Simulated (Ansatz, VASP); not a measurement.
# Two plane-wave programs on Ag

INCAR

```
PREC     = Accurate       # precision mode
ENCUT    = 520            # plane-wave cutoff, eV
EDIFF    = 1E-7           # SCF threshold, eV
ISMEAR   = 0              # smearing method
SIGMA    = 0.15           # smearing width, eV
LREAL    = F              # projectors in reciprocal space
LASPH    = T              # aspherical terms in the spheres
NELM     = 60             # most SCF steps
ALGO     = Fast           # electronic algorithm
ISIF     = 2              # what is computed and relaxed
LWAVE    = F              # write WAVECAR
LCHARG   = T              # write CHGCAR
GGA      = PS             # functional
LELF     = T              # ELF
LVHAR    = T            
NBANDS   = 12             # bands
```

File KPOINTS:

```
Automatic mesh
0
Gamma
  20 20 20
```

POSCAR

```
Ag
1.0
   -1.6556540000      1.6711343649      1.6711343649
    1.6556540000     -1.6401736351      1.6401736351
    1.6556540000      1.6401736351     -1.6401736351
Ag
1
Direct
    0.0000000000      0.0000000000      0.0000000000
```

Input for Ansatz:

```yaml
crystal:
  lattice:
    - [-1.655654, 1.6711343649, 1.6711343649]
    - [1.655654, -1.6401736351, 1.6401736351]
    - [1.655654, 1.6401736351, -1.6401736351]
  atoms:
    - { symbol: Ag, position: [0.0, 0.0, 0.0] }
basis:
  ecutwfc: 420
kpoints:
  mp_grid: { grid: [20, 20, 20] }
hamiltonian:
  xc: pbesol
scf:
  occupations: { method: gaussian, width: 0.15 }
output:
  forces: true
  stress: true
  eigenvalues: true
```

Change from the starting cell: strain +0.0187 x Voigt [0, 0, 0, 1, 0, 0], atoms carried along.

Alike in both runs: task single point; functional PBEsol; k mesh 20 × 20 × 20; occupations gaussian, width 0.15 eV; no spin polarisation.

|  | VASP | Ansatz |
| --- | --- | --- |
| version | VASP 6.6.1 | Ansatz 0.2.0 |
| potentials or method | VASP PAW PBE potentials, release 64 (Ag), cutoff 520 eV | scalar-relativistic, plane waves, PAW |
| valence electrons in the cell | 11 | 19 |

VASP gave:

```
gap on the k mesh at the Fermi level (eV)                     : none
pressure (GPa)                                                : -7.3
traceless stress, the component that is largest in VASP (GPa) : -0.62
```

**Question.** What did Ansatz give for the same quantities?

**Answer.** gap on the k mesh at the Fermi level (eV): none; pressure (GPa): -7.2; traceless stress, the component that is largest in VASP (GPa): -0.61.

VASP's potentials were made for PBE, not for PBEsol. A gap of «none» marks a metal or a gap that the smearing closes. The functional is the same, so the differences come from potentials, cutoffs and numerics. VASP's potentials hold 11 valence electrons a cell and Ansatz's 19, so a difference there can come from the potentials and not from the codes.
